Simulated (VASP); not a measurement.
# Ni (Fm-3m) in VASP: a series of runs, part 2 of 2

VASP 6.6.1. The steps go on from the part before.

### 5 Single point, HSE06

This run uses another cell than the first one, of 10.59 Å³/atom.

POSCAR reads:

```
Ni
1.0
    0.0000000000      1.7432211216      1.7432211216
    1.7432211216      0.0000000000      1.7432211216
    1.7432211216      1.7432211216      0.0000000000
Ni
1
Direct
    0.0000000000      0.0000000000      0.0000000000
```

INCAR.step1 reads:

```
PREC = Accurate
ENCUT = 520
EDIFF = 1E-5
ISMEAR = -1
SIGMA = 0.1
LREAL = F
LASPH = T
NELM = 80
ALGO = Normal
ISIF = 2
LWAVE = T
LCHARG = F
NBANDS = 11
GGA = PE
```

INCAR.step2 reads:

```
PREC = Accurate
ENCUT = 520
EDIFF = 1E-7
ISMEAR = -1
SIGMA = 0.1
LREAL = F
LASPH = T
NELM = 80
ALGO = Normal
ISIF = 2
LWAVE = F
LCHARG = F
GGA = PE
LHFCALC = T
HFSCREEN = 0.2079
PRECFOCK = Normal
NBANDS = 11
ISTART = 1
```

KPOINTS reads:

```
Automatic mesh
0
Gamma
  6 6 6
```

The run is started by

```console
cat potpaw_PBE.64/Ni/POTCAR > POTCAR
cp INCAR.step1 INCAR
mpirun -np 1 vasp_std > vasp.out
cp INCAR.step2 INCAR
mpirun -np 1 vasp_std > vasp.out
```

Run time: 5.2 min. Hardware: 1 thread of AMD EPYC 7R13 (Zen 3), shared host; peak memory 0.19 GiB.

Results (log left out):

| Item | Value |
| --- | --- |
| Free energy | -6.0534 eV |
| Pressure | -2.3 GPa |
| Band gap on the k mesh | zero (bands 5 and 6 overlap by 2.12 eV) |

Levels at points of the mesh, in eV from the Fermi level:
| k point | band 2 | band 3 | band 4 | band 5 | band 6 | band 7 | band 8 | band 9 |
| --- | --- | --- | --- | --- | --- | --- | --- | --- |
| (0.00, 0.00, 0.00) | -2.39 | -2.39 | -2.39 | -1.63 | -1.63 | 25.92 | 30.36 | 30.36 |
| (0.50, 0.00, 0.00) | -2.72 | -2.72 | -0.16 | -0.16 | 0.53 | 7.89 | 24.33 | 27.65 |
| (0.50, 0.50, 0.00) | -4.48 | -0.73 | 0.49 | 0.49 | 3.66 | 11.41 | 17.15 | 17.15 |

Caveat: the k points lie up to 0.52 Å⁻¹ apart, too coarse for converged energies and pressures of a metal; the PAW data sets were made with another functional, which shifts forces and pressure a little; the run has no spin polarisation, though such a crystal can be magnetic.

### 6 Single point, HSE06

This run uses another cell than the first one, of 10.59 Å³/atom.

POSCAR is that of step 5.

INCAR.step1 reads:

```
SYSTEM = Ni
ALGO = Normal ; EDIFF = 1E-5
ENCUT = 520 ; GGA = PE
ISIF = 2 ; ISMEAR = -1
LASPH = .TRUE. ; LCHARG = .FALSE.
LREAL = .FALSE. ; LWAVE = .TRUE.
NBANDS = 11 ; NELM = 100
PREC = Accurate ; SIGMA = 0.1
```

INCAR.step2 reads:

```
SYSTEM = Ni
ALGO = Normal ; EDIFF = 1E-6
ENCUT = 520 ; GGA = PE
HFSCREEN = 0.2079 ; ISIF = 2
ISMEAR = -1 ; ISTART = 1
LASPH = .TRUE. ; LCHARG = .FALSE.
LHFCALC = .TRUE. ; LREAL = .FALSE.
LWAVE = .FALSE. ; NBANDS = 11
NELM = 100 ; PREC = Accurate
PRECFOCK = Normal ; SIGMA = 0.1
```

KPOINTS reads:

```
k-points
0
G
  6 6 6
  0 0 0
```

Potentials or basis: VASP PAW PBE potentials, release 64 (Ni).

The run is started by

```console
cat potpaw_PBE.64/Ni/POTCAR > POTCAR
cp INCAR.step1 INCAR
mpirun -np 1 vasp_std > vasp.out
cp INCAR.step2 INCAR
mpirun -np 1 vasp_std > vasp.out
```

Run time: 4.2 min. Hardware: 1 thread of AMD EPYC 7R13 (Zen 3), shared host; peak memory 0.19 GiB.

It converged, with:

```yaml
Free_energy: -6.0534 eV
Pressure: -2.6 GPa
Band_gap_on_the_k_mesh: zero (bands 5 and 6 overlap by 2.12 eV)
```

Levels at points of the mesh, in eV from the Fermi level:
| k point | band 3 | band 4 | band 5 | band 6 | band 7 | band 8 |
| --- | --- | --- | --- | --- | --- | --- |
| (0.00, 0.00, 0.00) | -2.39 | -2.39 | -1.63 | -1.63 | 25.92 | 30.36 |
| (0.50, 0.00, 0.00) | -2.72 | -0.16 | -0.16 | 0.53 | 7.89 | 24.33 |
| (0.50, 0.50, 0.00) | -0.73 | 0.49 | 0.49 | 3.66 | 11.41 | 17.15 |

Caveat: the k points lie up to 0.52 Å⁻¹ apart, too coarse for converged energies and pressures of a metal; the PAW data sets were made with another functional, which shifts forces and pressure a little; the run has no spin polarisation, though such a crystal can be magnetic.

### 7 Single point, HSE06

This run uses another cell than the first one, of 10.92 Å³/atom.

POSCAR reads:

```
Ni
1.0
    0.0000000000      1.7608306076      1.7608306076
    1.7608306076      0.0000000000      1.7608306076
    1.7608306076      1.7608306076      0.0000000000
Ni
1
Direct
    0.0000000000      0.0000000000      0.0000000000
```

INCAR.step1 reads:

```
SYSTEM = Ni
  ALGO = Normal
  EDIFF = 1E-5
  ENCUT = 520
  GGA = PE
  ISIF = 2
  ISMEAR = -1
  LASPH = .True.
  LCHARG = .False.
  LREAL = .False.
  LWAVE = .True.
  NBANDS = 11
  NELM = 80
  PREC = Accurate
  SIGMA = 0.1
```

INCAR.step2 reads:

```
SYSTEM = Ni
  ALGO = Normal
  EDIFF = 1E-6
  ENCUT = 520
  GGA = PE
  HFSCREEN = 0.2079
  ISIF = 2
  ISMEAR = -1
  ISTART = 1
  LASPH = .True.
  LCHARG = .False.
  LHFCALC = .True.
  LREAL = .False.
  LWAVE = .False.
  NBANDS = 11
  NELM = 80
  PREC = Accurate
  PRECFOCK = Normal
  SIGMA = 0.1
```

KPOINTS reads:

```
k-points
0
Gamma
  6 6 6
  0 0 0
```

The run is started by

```console
cat potpaw_PBE.64/Ni/POTCAR > POTCAR
cp INCAR.step1 INCAR
mpirun -np 1 vasp_std > vasp.out
cp INCAR.step2 INCAR
mpirun -np 1 vasp_std > vasp.out
```

Run time: 4.5 min. Hardware: 1 thread of AMD EPYC 7R13 (Zen 3), shared host; peak memory 0.2 GiB.

It converged, with:

| Property | Result |
| --- | --- |
| Free energy | -6.0431 eV |
| Pressure | -8.0 GPa |
| Band gap on the k mesh | zero (bands 5 and 6 overlap by 2.06 eV) |

Levels at points of the mesh, in eV from the Fermi level:
```
           k point  band 1  band 2  band 3  band 4  band 5  band 6  band 7  band 8  band 9  band 10
(0.00, 0.00, 0.00)   -9.21   -2.29   -2.29   -2.29   -1.59   -1.59   25.63   29.85   29.85    29.85
(0.50, 0.00, 0.00)   -4.92   -2.63   -2.63   -0.17   -0.17    0.59    7.66   24.07   27.10    27.10
(0.50, 0.50, 0.00)   -5.19   -4.29   -0.74    0.48    0.48    3.64   11.13   16.85   16.85    22.15
```

Caveat: the k points lie up to 0.52 Å⁻¹ apart, too coarse for converged energies and pressures of a metal; the PAW data sets were made with another functional, which shifts forces and pressure a little; the run has no spin polarisation, though such a crystal can be magnetic.

### 8 The runs side by side

```tsv
cell	gap on the mesh (eV)	pressure (GPa)
a = 2.414 Å, angles 60.0°, 1 atom	none	12.4
a = 2.440 Å, angles 60.0°, 1 atom	none	4.3
a = 2.465 Å, angles 60.0°, 1 atom	none	-2.6
a = 2.490 Å, angles 60.0°, 1 atom	none	-8.0
```

Alike in all rows: task single point; level HSE06; potentials or basis VASP PAW PBE potentials, release 64 (Ni); no spin polarisation; k mesh 6 × 6 × 6; cutoff (eV) 520; smearing fermi-dirac 0.1 eV.

Caveats: all runs use coarse meshes; the PAW data sets were made with another functional, which shifts forces and pressure a little; the run has no spin polarisation, though such a crystal can be magnetic.

Total energies depend on the potentials used, so only differences within one code and one set of settings carry meaning.
